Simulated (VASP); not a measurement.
# TiC (I4/mmm) in VASP: notebook

The runs below take TiC through single point, with LDA.

All numbers are computed with VASP 6.6.1; they aren't measurements. Logs are shortened: lines on timing, memory, paths and dates and some standing lists are left out, and cuts for length are marked.

### Step 1. The cell of the first run

Symmetry: I4/mmm, No. 139, tetragonal system. The conventional cell has a = 3.231 Å, b = 3.231 Å, c = 3.884 Å, α = 90.00°, β = 90.00°, γ = 90.00°. Within 2.6 Å of Ti (site symmetry 4/mmm) lie 6 C at 1.94 to 2.28 Å. Within 2.6 Å of C (site symmetry 4/mmm) lie 6 Ti at 1.94 to 2.28 Å.

### Step 2. Single point, LDA

INCAR reads:

```
PREC = Accurate ; ENCUT = 520
EDIFF = 1E-7 ; ISMEAR = 0
SIGMA = 0.15 ; LREAL = F
LASPH = T ; NELM = 60
ALGO = Normal ; ISIF = 2
LWAVE = F ; LCHARG = F
GGA = CA ; NBANDS = 15
```

KPOINTS reads:

```
Automatic mesh
0
Gamma
  20 20 20
```

POSCAR reads:

```
TiC
1.0
    0.0000000000      2.2844638034      1.9417942329
    2.2844638034      0.0000000000      1.9417942329
    2.2844638034      2.2844638034      0.0000000000
Ti C
1 1
Direct
    0.0000000000      0.0000000000      0.0000000000
    0.5000000000      0.5000000000      0.5000000000
```

Potentials or basis: VASP PAW LDA potentials, release 64 (Ti_sv, C).

Launch:

```bash
> cat potpaw_LDA.64/Ti_sv/POTCAR potpaw_LDA.64/C/POTCAR > POTCAR
> mpirun -np 1 vasp_std > vasp.out
```

OUTCAR:

```text
PREC = Accurate
   ENCUT = 520
   EDIFF = 1E-7
   ISMEAR = 0
   LREAL = F
   LASPH = T
   NELM = 60
   ISIF = 2
   GGA = CA

 ion  position               nearest neighbor table
   1  0.000  0.000  0.000-   2 1.94   2 1.94   2 2.28   2 2.28   2 2.28   2 2.28
   2  0.500  0.500  0.500-   1 1.94   1 1.94   1 2.28   1 2.28   1 2.28   1 2.28

  LATTYP: Found a body centered tetragonal cell.
 ALAT       =     3.2307196935
 C/A-ratio  =     1.2020815280

  Lattice vectors:

 A1 = (   0.0000000000,  -2.2844638034,  -1.9417942329)
 A2 = (   0.0000000000,   2.2844638034,  -1.9417942329)
 A3 = (   2.2844638034,   0.0000000000,   1.9417942329)

Analysis of symmetry for initial positions (statically):
=====================================================================
 Subroutine PRICEL returns:
 Original cell was already a primitive cell.

 Routine SETGRP: Setting up the symmetry group for a
 body centered tetragonal supercell.

 Subroutine GETGRP returns: Found 16 space group operations
 (whereof 16 operations were pure point group operations)
 out of a pool of 16 trial point group operations.

The static configuration has the point symmetry D_4h.

Analysis of symmetry for dynamics (positions and initial velocities):
=====================================================================
 Subroutine PRICEL returns:
 Original cell was already a primitive cell.

 Routine SETGRP: Setting up the symmetry group for a
 body centered tetragonal supercell.

 Subroutine GETGRP returns: Found 16 space group operations
 (whereof 16 operations were pure point group operations)
 out of a pool of 16 trial point group operations.

The dynamic configuration has the point symmetry D_4h.

 Subroutine INISYM returns: Found 16 space group operations
 (whereof 16 operations are pure point group operations),
 and found     1 'primitive' translations

----------------------------------------------------------------------------------------

                                     Primitive cell

  volume of cell :      20.2676

  direct lattice vectors                    reciprocal lattice vectors
     0.000000000  2.284463803  1.941794233    -0.218869741  0.218869741  0.257493812
     2.284463803  0.000000000  1.941794233     0.218869741 -0.218869741  0.257493812
     2.284463803  2.284463803  0.000000000     0.218869741  0.218869741 -0.257493812

  length of vectors
     2.998222759  2.998222759  3.230719694     0.402630091  0.402630091  0.402630091

  position of ions in fractional coordinates (direct lattice)
     0.000000000  0.000000000  0.000000000
     0.500000000  0.500000000  0.500000000

  ion indices of the primitive-cell ions
   primitive index   ion index
                 1           1
                 2           2

----------------------------------------------------------------------------------------

 KPOINTS: Automatic mesh

Automatic generation of k-mesh.
 Grid dimensions read from file:
 generate k-points for:   20   20   20

 Generating k-lattice:

  Cartesian coordinates                     Fractional coordinates (reciprocal lattice)
    -0.010943487  0.010943487  0.012874691     0.050000000  0.000000000  0.000000000
     0.010943487 -0.010943487  0.012874691     0.000000000  0.050000000  0.000000000
     0.010943487  0.010943487 -0.012874691    -0.000000000 -0.000000000  0.050000000

  Length of vectors
     0.020131505  0.020131505  0.020131505

  Shift w.r.t. Gamma in fractional coordinates (k-lattice)
     0.000000000  0.000000000  0.000000000

 Subroutine IBZKPT returns following result:
 ===========================================

 Found    641 irreducible k-points:

 Following reciprocal coordinates:
            Coordinates               Weight
  0.000000  0.000000  0.000000      1.000000
  0.050000  0.000000  0.000000      8.000000
  0.100000  0.000000  0.000000      8.000000
  0.150000  0.000000  0.000000      8.000000
  0.200000  0.000000  0.000000      8.000000
  0.250000  0.000000  0.000000      8.000000
[... 16 lines left out ...]
 -0.400000  0.050000  0.000000      8.000000
 -0.350000  0.050000  0.000000      8.000000
 [... further k-points ...]
   k-points           NKPTS =    641   k-points in BZ     NKDIM =    641   number of bands    NBANDS=     15
   number of dos      NEDOS =    301   number of ions     NIONS =      2
   total plane-waves  NPLWV =  13824
   dimension x,y,z NGX =    24 NGY =   24 NGZ =   24
   dimension x,y,z NGXF=    48 NGYF=   48 NGZF=   48
   ions per type =               1   1
   NGX,Y,Z   is equivalent  to a cutoff of  13.31, 13.31, 12.35 a.u.
   NGXF,Y,Z  is equivalent  to a cutoff of  26.62, 26.62, 24.70 a.u.
 SYSTEM =  unknown system
   PREC   = accura    normal or accurate (medium, high low for compatibility)
   ISTART =      0    job   : 0-new  1-cont  2-samecut
   ICHARG =      2    charge: 1-file 2-atom 10-const
   ISPIN  =      1    spin polarized calculation?
   LNONCOLLINEAR =      F non collinear calculations
   LSORBIT =      F    spin-orbit coupling
   LASPH  =      T    aspherical Exc in radial PAW
   ENCUT  =  520.0 eV  38.22 Ry    6.18 a.u.   5.57  5.57  6.01*2*pi/ulx,y,z
   NELM   =     60;   NELMIN=  2; NELMDL= -5     # of ELM steps
   EDIFF  = 0.1E-06   stopping-criterion for ELM
   LREAL  =      F    real-space projection
   EDIFFG = 0.1E-05   stopping-criterion for IOM
   NSW    =      0    number of steps for IOM
   IBRION =     -1    ionic relax: 0-MD 1-quasi-New 2-CG
   NFREE  =      0    steps in history (QN), initial steepest desc. (CG)
   ISIF   =      2    stress and relaxation
   ISYM   =      2    0-nonsym 1-usesym 2-fastsym
   POTIM  = 0.5000    time-step for ionic-motion
   TEBEG  =    0.0;   TEEND  =   0.0 temperature during run
   PSTRESS=    0.0 pullay stress
   NELECT =      16.0000    total number of electrons
   NUPDOWN=      -1.0000    fix difference up-down
   EMIN   =  10.00;   EMAX   =-10.00  energy-range for DOS
   EFERMI =   0.00;   METHOD = LEGACY
   ISMEAR =     0;   SIGMA  =   0.15  broadening in eV -4-tet -1-fermi 0-gaus
   EFERMI_NEDOS =   21; number of points for ismear=-14 and -15
   IALGO  =     38    algorithm
   IMIX   =      4    mixing-type and parameters
     AMIX     =   0.40;   BMIX     =  1.00
     AMIX_MAG =   1.60;   BMIX_MAG =  1.00
  volume/ion in A,a.u.               =      10.13        68.39
  Fermi-wavevector in a.u.,A,eV,Ry     =   1.513030  2.859212 31.147275  2.289260
  Thomas-Fermi vector in A             =   2.622876
   LORBIT       =      0    0 simple, 1 ext, 2 COOP (PROOUT), +10 PAW based schemes
   GGA     = CA    functional components
   LHFCALC =     F    Hartree Fock is set to
   AEXX    =    0.0000 exact exchange contribution
   IVDW    =     0    specifies the selected vdW correction
   LEPSILON=     F    determine dielectric tensor
   LRPA    =     F    only Hartree local field effects (RPA)
 non-spin polarized calculation
 Gauss-broadening in eV      SIGMA  =   0.15
  energy-cutoff  :      520.00
  volume of cell :       20.27
 maximum number of plane-waves:       562
   NGX = 11   NGY = 11   NGZ = 13

 number of electron      16.0000000 magnetization

 Free energy of the ion-electron system (eV)
  ---------------------------------------------------
  ext. energy  EPLUGINS =         0.00000000
  ---------------------------------------------------
  free energy    TOTEN  =       -19.99258171 eV

  energy without entropy =      -19.98855044  energy(sigma->0) =      -19.99056607

 E-fermi :   9.3017     XC(G=0): -12.9417

 val. band max:        9.2995429384   @ k =   0.3000   0.0000   0.2500
 cond. band min:       9.3051673442   @ k =   0.4500   0.0500   0.4000
 fundamental gap:      0.0056244058
 Fermi energy:         9.3016635187

 k-point     1 :       0.0000    0.0000    0.0000
  band No.  band energies     occupation
      1     -46.5065      2.00000
      2     -22.9588      2.00000
      3     -22.9588      2.00000
      4     -22.8907      2.00000
      5      -2.9657      2.00000
      6       9.6386      0.00149
      7       9.6386      0.00149
      8      10.4012      0.00000
      9      10.7214      0.00000
     10      10.7214      0.00000
     11      10.7565      0.00000
     12      10.8859      0.00000
     13      11.5115      0.00000
     14      20.6917      0.00000
     15      23.6333      0.00000

 k-point     2 :       0.0500    0.0000    0.0000
  band No.  band energies     occupation
      1     -46.5045      2.00000
      2     -22.9669      2.00000
      3     -22.9615      2.00000
      4     -22.8960      2.00000
      5      -2.9061      2.00000
      6       9.4116      0.30014
      7       9.4407      0.18989
      8      10.0871      0.00000
      9      10.1226      0.00000
     10      10.7150      0.00000
     11      11.2480      0.00000
     12      11.3250      0.00000
     13      11.9693      0.00000
     14      20.7840      0.00000
     15      23.6359      0.00000

 k-point     3 :       0.1000    0.0000    0.0000
  band No.  band energies     occupation
      1     -46.4988      2.00000
      2     -22.9965      2.00000
      3     -22.9696      2.00000
      4     -22.9053      2.00000
      5      -2.7295      2.00000
      6       8.7952      2.00000
      7       8.8682      1.99996
      8       9.5188      0.04061
      9      10.1294      0.00000
     10      10.6939      0.00000
     11      11.5171      0.00000
     12      12.1249      0.00000
     13      12.8200      0.00000
     14      21.0232      0.00000
     15      23.5984      0.00000

 k-point     4 :       0.1500    0.0000    0.0000
  band No.  band energies     occupation
      1     -46.4898      2.00000
      2     -23.0513      2.00000
      3     -22.9820      2.00000
      4     -22.9104      2.00000
      5      -2.4430      2.00000
      6       8.0322      2.00000
      7       8.2536      2.00000
      8       8.9012      1.99984
      9      10.3557      0.00000
     10      10.7836      0.00000
     11      11.7482      0.00000
     12      12.9446      0.00000
     13      13.7379      0.00000
     14      21.2765      0.00000
     15      23.4766      0.00000
[... 307 lines left out ...]
 k-point    22 :      -0.4500    0.0500    0.0000
  band No.  band energies     occupation
      1     -46.4248      2.00000
      2     -23.4545      2.00000
      3     -23.0705      2.00000
      4     -22.9201      2.00000
      5       0.5463      2.00000
      6       3.6616      2.00000
      7       6.1069      2.00000
      8       6.3400      2.00000
      9      11.8039      0.00000
     10      12.5424      0.00000
     11      13.5687      0.00000
     12      16.4888      0.00000
     13      17.5278      0.00000
     14      18.2204      0.00000
     15      23.0072      0.00000

 k-point    23 :      -0.4000    0.0500    0.0000
  band No.  band energies     occupation
      1     -46.4300      2.00000
      2     -23.4219      2.00000
      3     -23.0618      2.00000
      4     -22.9225      2.00000
      5       0.0968      2.00000
      6       4.1382      2.00000
      7       6.2201      2.00000
      8       6.5883      2.00000
      9      11.8038      0.00000
     10      12.2494      0.00000
     11      13.2210      0.00000
     12      16.3463      0.00000
     13      17.7066      0.00000
     14      18.1154      0.00000
     15      23.4353      0.00000

 k-point    24 :      -0.3500    0.0500    0.0000
  band No.  band energies     occupation
      1     -46.4386      2.00000
      2     -23.3682      2.00000
      3     -23.0488      2.00000
      4     -22.9248      2.00000
      5      -0.4514      2.00000
      6       4.7628      2.00000
      7       6.4252      2.00000
      8       6.9467      2.00000
      9      11.7175      0.00000
     10      11.8480      0.00000
     11      12.8424      0.00000
     12      16.0193      0.00000
     13      17.0981      0.00000
     14      18.8351      0.00000
     15      24.1386      0.00000

 [... further k-points ...]
[... 5 lines left out ...]
  --------------------------------------------------------------------------------------
  -------------------------------------------------------------------------------------
  Total       -3.3469825     -3.3469825      7.2729780      0.0000000      0.0000000      0.0000000
  in kB     -264.5831953   -264.5831953    574.9381034      0.0000000      0.0000000      0.0000000
  external PRESSURE =      15.2572376 kB  Pullay stress =       0.0000000 kB

 VOLUME and BASIS-vectors are now :
 -----------------------------------------------------------------------------
  energy-cutoff  :      520.00
  volume of cell :       20.27
      direct lattice vectors                 reciprocal lattice vectors
     0.000000000  2.284463803  1.941794233    -0.218869741  0.218869741  0.257493812
     2.284463803  0.000000000  1.941794233     0.218869741 -0.218869741  0.257493812
     2.284463803  2.284463803  0.000000000     0.218869741  0.218869741 -0.257493812

 POSITION                                       TOTAL-FORCE (eV/Angst)
 -----------------------------------------------------------------------------------
      0.00000      0.00000      0.00000        -0.000000      0.000000     -0.000000
      2.28446      2.28446      1.94179         0.000000     -0.000000      0.000000
 -----------------------------------------------------------------------------------
    total drift:                                0.000000     -0.000000     -0.000000

  FREE ENERGIE OF THE ION-ELECTRON SYSTEM (eV)
  ---------------------------------------------------
  free  energy   TOTEN  =       -19.9925817105 eV

  energy  without entropy=      -19.9885504372  energy(sigma->0) =      -19.99056607
```

Wall time 2.2 min (1 thread of Intel Xeon 8259CL, shared host); peak memory 0.3 GiB.

Results:

```yaml
Free_energy: -19.9926 eV
Pressure: 1.5 GPa
Band_gap_on_the_k_mesh: zero (bands 8 and 9 overlap by 2.44 eV)
```

Stress tensor (GPa, compression positive):
```
-26.46   0.00   0.00
  0.00 -26.46   0.00
  0.00   0.00  57.49
```

Caveat: the stress differs along the axes, from -26 to 57 GPa.

[end of part 1 of 2]

The gap in the log of VASP goes by the Fermi energy; the results here count the filled bands.